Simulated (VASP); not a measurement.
# BAs (F-43m) in VASP: single point with r2SCAN+D3(BJ)

Aim: the single point of BAs with r2SCAN+D3(BJ).

Everything below comes from runs of VASP 6.6.1. Logs are shortened: lines on timing, memory, paths and dates and some standing lists are left out, and cuts for length are marked.

**1. The cell of the first run**

It takes space group F-43m (No. 216, cubic). The conventional cell has a = 4.683 Å, b = 4.683 Å, c = 4.683 Å, α = 90.00°, β = 90.00°, γ = 90.00°. Within 2.7 Å of B (site symmetry -43m) lie 4 As at 2.03 Å. As (site symmetry -43m) has 4 B at 2.03 Å within 2.7 Å.

**2. Single point, r2SCAN+D3(BJ) (volume scaled by 0.950 of the coarse rest volume)**

POSCAR

```
BAs
1.0
    0.0000000000      2.3416000000      2.3416000000
    2.3416000000      0.0000000000      2.3416000000
    2.3416000000      2.3416000000      0.0000000000
B As
1 1
Direct
    0.0000000000      0.0000000000      0.0000000000
    0.2500000000      0.2500000000      0.2500000000
```

INCAR.step1

```
ALGO = Normal
EDIFF = 1E-4
ENCUT = 520
GGA = PE
ISMEAR = 0
LASPH = True
LCHARG = False
LREAL = False
LWAVE = True
NBANDS = 11
NELM = 100
PREC = Accurate
SIGMA = 0.02
```

INCAR.step2

```
ALGO = Normal
EDIFF = 1E-7
ENCUT = 520
ISIF = 2
ISMEAR = 0
ISTART = 1
IVDW = 12
LASPH = True
LCHARG = False
LMIXTAU = True
LREAL = False
LWAVE = False
METAGGA = R2SCAN
NBANDS = 11
NELM = 100
PREC = Accurate
SIGMA = 0.02
VDW_A1 = 0.49484001
VDW_A2 = 5.73083694
VDW_S6 = 1.0
VDW_S8 = 0.78981345
```

KPOINTS

```
k-points
0
Gamma
  10 10 10
```

Potentials or basis: VASP PAW PBE potentials, release 64 (B, As).

Run with:

```sh
$ cat potpaw_PBE.64/B/POTCAR potpaw_PBE.64/As/POTCAR > POTCAR
$ cp INCAR.step1 INCAR
$ mpirun -np 1 vasp_std > vasp.out
$ cp INCAR.step2 INCAR
$ mpirun -np 1 vasp_std > vasp.out
```

OUTCAR:

```text
EDIFF = 1E-7
   ENCUT = 520
   ISIF = 2
   ISMEAR = 0
   ISTART = 1
   IVDW = 12
   LASPH = True
   LREAL = False
   METAGGA = R2SCAN
   NELM = 100
   PREC = Accurate
 IVDW          = 12

 ion  position               nearest neighbor table
   1  0.000  0.000  0.000-   2 2.03   2 2.03   2 2.03   2 2.03
   2  0.250  0.250  0.250-   1 2.03   1 2.03   1 2.03   1 2.03

  LATTYP: Found a face centered cubic cell.
 ALAT       =     4.6832000000

  Lattice vectors:

 A1 = (   0.0000000000,   2.3416000000,   2.3416000000)
 A2 = (   2.3416000000,   0.0000000000,   2.3416000000)
 A3 = (   2.3416000000,   2.3416000000,   0.0000000000)

Analysis of symmetry for initial positions (statically):
=====================================================================
 Subroutine PRICEL returns:
 Original cell was already a primitive cell.

 Routine SETGRP: Setting up the symmetry group for a
 face centered cubic supercell.

 Subroutine GETGRP returns: Found 24 space group operations
 (whereof 24 operations were pure point group operations)
 out of a pool of 48 trial point group operations.

The static configuration has the point symmetry T_d .

Analysis of symmetry for dynamics (positions and initial velocities):
=====================================================================
 Subroutine PRICEL returns:
 Original cell was already a primitive cell.

 Routine SETGRP: Setting up the symmetry group for a
 face centered cubic supercell.

 Subroutine GETGRP returns: Found 24 space group operations
 (whereof 24 operations were pure point group operations)
 out of a pool of 48 trial point group operations.

The dynamic configuration has the point symmetry T_d .

 Subroutine INISYM returns: Found 24 space group operations
 (whereof 24 operations are pure point group operations),
 and found     1 'primitive' translations

----------------------------------------------------------------------------------------

                                     Primitive cell

  volume of cell :      25.6784

  direct lattice vectors                    reciprocal lattice vectors
     0.000000000  2.341600000  2.341600000    -0.213529211  0.213529211  0.213529211
     2.341600000  0.000000000  2.341600000     0.213529211 -0.213529211  0.213529211
     2.341600000  2.341600000  0.000000000     0.213529211  0.213529211 -0.213529211

  length of vectors
     3.311522478  3.311522478  3.311522478     0.369843442  0.369843442  0.369843442

  position of ions in fractional coordinates (direct lattice)
     0.000000000  0.000000000  0.000000000
     0.250000000  0.250000000  0.250000000

  ion indices of the primitive-cell ions
   primitive index   ion index
                 1           1
                 2           2

----------------------------------------------------------------------------------------

 KPOINTS: k-points

Automatic generation of k-mesh.
 Grid dimensions read from file:
 generate k-points for:   10   10   10

 Generating k-lattice:

  Cartesian coordinates                     Fractional coordinates (reciprocal lattice)
    -0.021352921  0.021352921  0.021352921     0.100000000  0.000000000  0.000000000
     0.021352921 -0.021352921  0.021352921     0.000000000  0.100000000  0.000000000
     0.021352921  0.021352921 -0.021352921     0.000000000  0.000000000  0.100000000

  Length of vectors
     0.036984344  0.036984344  0.036984344

  Shift w.r.t. Gamma in fractional coordinates (k-lattice)
     0.000000000  0.000000000  0.000000000

 Subroutine IBZKPT returns following result:
 ===========================================

 Found     47 irreducible k-points:

 Following reciprocal coordinates:
            Coordinates               Weight
  0.000000  0.000000  0.000000      1.000000
  0.100000  0.000000  0.000000      8.000000
  0.200000  0.000000  0.000000      8.000000
  0.300000  0.000000  0.000000      8.000000
  0.400000  0.000000  0.000000      8.000000
  0.500000  0.000000  0.000000      4.000000
[... 16 lines left out ...]
  0.300000  0.300000  0.000000      6.000000
  0.400000  0.300000  0.000000     24.000000
 [... further k-points ...]
   k-points           NKPTS =     47   k-points in BZ     NKDIM =     47   number of bands    NBANDS=     11
   number of dos      NEDOS =    301   number of ions     NIONS =      2
   total plane-waves  NPLWV =  21952
   dimension x,y,z NGX =    28 NGY =   28 NGZ =   28
   dimension x,y,z NGXF=    56 NGYF=   56 NGZF=   56
   ions per type =               1   1
   NGX,Y,Z   is equivalent  to a cutoff of  14.06, 14.06, 14.06 a.u.
   NGXF,Y,Z  is equivalent  to a cutoff of  28.11, 28.11, 28.11 a.u.
 SYSTEM =  unknown system
   PREC   = accura    normal or accurate (medium, high low for compatibility)
   ISTART =      1    job   : 0-new  1-cont  2-samecut
   ICHARG =      0    charge: 1-file 2-atom 10-const
   ISPIN  =      1    spin polarized calculation?
   LNONCOLLINEAR =      F non collinear calculations
   LSORBIT =      F    spin-orbit coupling
   LASPH  =      T    aspherical Exc in radial PAW
   ENCUT  =  520.0 eV  38.22 Ry    6.18 a.u.   6.16  6.16  6.16*2*pi/ulx,y,z
   NELM   =    100;   NELMIN=  2; NELMDL=  0     # of ELM steps
   EDIFF  = 0.1E-06   stopping-criterion for ELM
   LREAL  =      F    real-space projection
   EDIFFG = 0.1E-05   stopping-criterion for IOM
   NSW    =      0    number of steps for IOM
   IBRION =     -1    ionic relax: 0-MD 1-quasi-New 2-CG
   NFREE  =      0    steps in history (QN), initial steepest desc. (CG)
   ISIF   =      2    stress and relaxation
   ISYM   =      2    0-nonsym 1-usesym 2-fastsym
   POTIM  = 0.5000    time-step for ionic-motion
   TEBEG  =    0.0;   TEEND  =   0.0 temperature during run
   PSTRESS=    0.0 pullay stress
   NELECT =       8.0000    total number of electrons
   NUPDOWN=      -1.0000    fix difference up-down
   EMIN   =  10.00;   EMAX   =-10.00  energy-range for DOS
   EFERMI =   0.00;   METHOD = LEGACY
   ISMEAR =     0;   SIGMA  =   0.02  broadening in eV -4-tet -1-fermi 0-gaus
   EFERMI_NEDOS =   21; number of points for ismear=-14 and -15
   IALGO  =     38    algorithm
   IMIX   =      4    mixing-type and parameters
     AMIX     =   0.40;   BMIX     =  1.00
     AMIX_MAG =   1.60;   BMIX_MAG =  1.00
  volume/ion in A,a.u.               =      12.84        86.64
  Fermi-wavevector in a.u.,A,eV,Ry     =   1.109810  2.097238 16.758011  1.231679
  Thomas-Fermi vector in A             =   2.246354
   LORBIT       =      0    0 simple, 1 ext, 2 COOP (PROOUT), +10 PAW based schemes
   METAGGA = R2SCAN    functional components
   LHFCALC =     F    Hartree Fock is set to
   AEXX    =    0.0000 exact exchange contribution
   IVDW    =    12    specifies the selected vdW correction
   LEPSILON=     F    determine dielectric tensor
   LRPA    =     F    only Hartree local field effects (RPA)
 non-spin polarized calculation
 Gauss-broadening in eV      SIGMA  =   0.02
  energy-cutoff  :      520.00
  volume of cell :       25.68
 maximum number of plane-waves:       701
 NGX is ok and might be reduce to    28
   NGX = 13   NGY = 13   NGZ = 13

 number of electron       8.0000000 magnetization

 Free energy of the ion-electron system (eV)
  ---------------------------------------------------
  ext. energy  EPLUGINS =         0.00000000
  ---------------------------------------------------
  free energy    TOTEN  =       -22.20090308 eV

  energy without entropy =      -22.20090308  energy(sigma->0) =      -22.20090308

 E-fermi :   6.8894     XC(G=0): -11.4053

 val. band max:        6.7062855419   @ k =   0.0000   0.0000   0.0000
 cond. band min:       8.0103676354   @ k =   0.4000   0.4000   0.0000
 fundamental gap:      1.3040820935
 Fermi energy:         6.8894470054

 k-point     1 :       0.0000    0.0000    0.0000
  band No.  band energies     occupation
      1     -10.0330      2.00000
      2       6.7063      2.00000
      3       6.7063      2.00000
      4       6.7063      2.00000
      5      10.2217      0.00000
      6      10.2217      0.00000
      7      10.2217      0.00000
      8      12.6673      0.00000
      9      17.4232      0.00000
     10      20.3845      0.00000
     11      20.3845      0.00000

 k-point     2 :       0.1000    0.0000    0.0000
  band No.  band energies     occupation
      1      -9.8511      2.00000
      2       5.1921      2.00000
      3       6.3615      2.00000
      4       6.3615      2.00000
      5      10.5678      0.00000
      6      10.6738      0.00000
      7      10.6738      0.00000
      8      13.4292      0.00000
      9      18.1221      0.00000
     10      19.2964      0.00000
     11      19.2964      0.00000

 k-point     3 :       0.2000    0.0000    0.0000
  band No.  band energies     occupation
      1      -9.3134      2.00000
      2       2.6034      2.00000
      3       5.7131      2.00000
      4       5.7131      2.00000
      5      10.5065      0.00000
      6      11.4729      0.00000
      7      11.4729      0.00000
      8      15.0024      0.00000
      9      18.5415      0.00000
     10      18.5415      0.00000
     11      19.1154      0.00000
[... 267 lines left out ...]
 k-point    23 :       0.3000    0.3000    0.0000
  band No.  band energies     occupation
      1      -7.8996      2.00000
      2       1.1074      2.00000
      3       3.1179      2.00000
      4       3.1179      2.00000
      5       8.2485      0.00000
      6      10.7172      0.00000
      7      16.0906      0.00000
      8      16.0906      0.00000
      9      19.1068      0.00000
     10      22.7322      0.00000
     11      23.4875      0.00000

 k-point    24 :       0.4000    0.3000    0.0000
  band No.  band energies     occupation
      1      -7.0765      2.00000
      2      -0.2956      2.00000
      3       2.2567      2.00000
      4       2.7880      2.00000
      5       8.5771      0.00000
      6      10.4316      0.00000
      7      16.5737      0.00000
      8      16.7561      0.00000
      9      20.2303      0.00000
     10      23.6894      0.00000
     11      24.3070      0.00000

 [... further k-points ...]

------------------------ aborting loop because EDIFF is reached ----------------------------------------

 Edisp (eV)   -0.32650

 E8    (eV) :    -0.0986

  FORCE on cell =-STRESS in cart. coord.  units (eV):
  Direction    XX          YY          ZZ          XY          YZ          ZX
  --------------------------------------------------------------------------------------
  -------------------------------------------------------------------------------------
  Total       1.37779     1.37779     1.37779    -0.00000    -0.00000    -0.00000
  in kB      85.96578    85.96578    85.96578    -0.00000    -0.00000    -0.00000
  external pressure =       85.97 kB  Pullay stress =        0.00 kB

 VOLUME and BASIS-vectors are now :
 -----------------------------------------------------------------------------
  energy-cutoff  :      520.00
  volume of cell :       25.68
      direct lattice vectors                 reciprocal lattice vectors
     0.000000000  2.341600000  2.341600000    -0.213529211  0.213529211  0.213529211
     2.341600000  0.000000000  2.341600000     0.213529211 -0.213529211  0.213529211
     2.341600000  2.341600000  0.000000000     0.213529211  0.213529211 -0.213529211

 POSITION                                       TOTAL-FORCE (eV/Angst)
 -----------------------------------------------------------------------------------
      0.00000      0.00000      0.00000         0.000000      0.000000      0.000000
      1.17080      1.17080      1.17080        -0.000000     -0.000000     -0.000000
 -----------------------------------------------------------------------------------
    total drift:                               -0.000000     -0.000000     -0.000000

  FREE ENERGIE OF THE ION-ELECTRON SYSTEM (eV)
  ---------------------------------------------------
  free  energy   TOTEN  =       -22.5274035043 eV

  energy  without entropy=      -22.5274035043  energy(sigma->0) =      -22.52740350
```

It took 62 s on 1 thread of Intel Xeon Platinum 8375C at 2.90GHz (Ice Lake), shared host; peak memory 0.17 GiB.

Results:

```
Free energy                : -22.5274 eV
Pressure                   : 8.6 GPa
Band gap on the k mesh     : 1.30 eV, indirect (least direct gap 3.52 eV)
Dispersion energy per atom : -0.163 eV
```

Caveat: the PAW data sets were made with another functional, which shifts forces and pressure a little. A k mesh can miss the band edges.
